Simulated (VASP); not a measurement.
Wanted: the native input for a VASP 6.6.1 run.

- Task: electric field gradients
- Functional: LDA
- Potentials or basis: VASP PAW LDA potentials, release 64 (Ba_sv, S)
- Cutoff: 520 eV
- k mesh: 7 × 7 × 7
- Occupations: fermi-dirac, width 0.01 eV
- Spin: no spin polarisation
- Dipole correction: no
- Further INCAR settings: ALGO = Normal; EDIFF = 1e-08; NBANDS = 15

The structure of BaS lies in POSCAR:

```
BaS
1.0
    0.0000000000      3.1937500000      3.2576250000
    3.1937500000      0.0000000000      3.2576250000
    3.1937500000      3.1937500000      0.0000000000
Ba S
1 1
Direct
    0.0000000000      0.0000000000      0.0000000000
    0.5000000000      0.5000000000      0.5000000000
```

This cell differs from its parent crystal: zz strain of +2 %.

One way to write it, as run:

INCAR

```
SYSTEM = BaS
PREC = Accurate
ENCUT = 520
EDIFF = 1E-8
ISMEAR = -1
SIGMA = 0.01
LREAL = .False.
LASPH = .True.
NELM = 80
ALGO = Normal
ISIF = 2
LWAVE = .False.
LCHARG = .False.
LEFG = .True.
NBANDS = 15
```

KPOINTS

```
Automatic mesh
0
Gamma
  7 7 7
  0 0 0
```

Potentials or basis: VASP PAW LDA potentials, release 64 (Ba_sv, S).

The run is started by

```console
$ cat potpaw_LDA.64/Ba_sv/POTCAR potpaw_LDA.64/S/POTCAR > POTCAR
$ mpirun -np 1 vasp_std > vasp.out
```

It gave:

| Quantity | Value |
| --- | --- |
| Pressure | -2.6 GPa |
| Band gap on the k mesh | 1.97 eV, indirect (least direct gap 2.13 eV) |

Caveat: the cell differs from its parent crystal (zz strain of +2 %); without QUAD_EFG the Cq values of the log hold for a quadrupole moment of 1 mb, not for the nuclei; spin-orbit coupling is left out, which moves the levels of the heavy elements.

It took 32 s on 1 thread of Intel(R) Xeon(R) Platinum 8259CL CPU @ 2.50GHz (Skylake/Cascade Lake) (shared host), peak memory 0.19 GiB.
